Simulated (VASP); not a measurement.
## V: single point with r2SCAN

Crystal: V.

```
CELL_PARAMETERS angstrom
-1.51390 1.51390 1.51390
1.51390 -1.51390 1.51390
1.51390 1.51390 -1.51390
ATOMIC_POSITIONS crystal
V 0.00000 0.00000 0.00000
```

```
Program                : VASP 6.6.1
Task                   : single point
Functional             : r2SCAN
Potentials or basis    : VASP PAW PBE potentials, release 64 (V_sv)
Cutoff                 : 520 eV
k mesh                 : 13 × 13 × 13
Occupations            : fermi-dirac, width 0.1 eV
Spin                   : collinear spin, ferromagnetic start
Starting moments       : [0.3] μB
Fixed moment           : 0.3 μB
Dipole correction      : no
Further INCAR settings : ALGO = Normal; EDIFF = 1e-07; NBANDS = 16
```

```
Pressure                                              : -6.7 GPa
Net moment                                            : 0.30 μB per cell
Site moments                                          : V +0.26 μB
Valence electrons inside the program's atomic spheres : V 11.57
```

It took 2 min on 1 thread of Intel(R) Xeon(R) Platinum 8375C CPU @ 2.90GHz (Ice Lake), with other jobs on the host, peak memory 0.15 GiB.

Caveat: the PAW data sets were made with another functional, which shifts forces and pressure a little; the total moment is fixed, so each spin has its own Fermi level.
